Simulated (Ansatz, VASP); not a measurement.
**Sb in VASP and in Ansatz**

```xyz
2
Lattice="4.0685 0.0000 0.0000 -2.0343 3.5234 0.0000 0.0000 0.0000 27.1000" Properties=species:S:1:pos:R:3 pbc="T T T"
Sb    0.0000    2.3489    7.0000
Sb    2.0343    1.1745    8.6500
```

Alike in both runs: functional PBE; dispersion D3(BJ); k mesh 12 × 12 × 1; occupations gaussian, width 0.03 eV; no spin polarisation.

Ansatz relaxed the structure, and its values are those at the end. VASP's run is a single point on that final structure, the one shown.

```csv
,VASP,Ansatz
version,VASP 6.6.1,Ansatz 0.2.0
potentials or method,"VASP PAW PBE potentials, release 64 (Sb_d_GW), cutoff 400 eV","scalar-relativistic, plane waves, PAW"
valence electrons in the cell,30,30
```

Ansatz gave:

| Property | Result |
| --- | --- |
| gap on the k mesh at the Fermi level (eV) | 1.18 |
| least direct gap on the mesh (eV) | 1.67 |

Which values does VASP return?

gap on the k mesh at the Fermi level (eV): 1.18; least direct gap on the mesh (eV): 1.66.

Ansatz's warnings: slab cell height set, structure snapped to symmetry.

Neither program's run includes spin-orbit coupling.
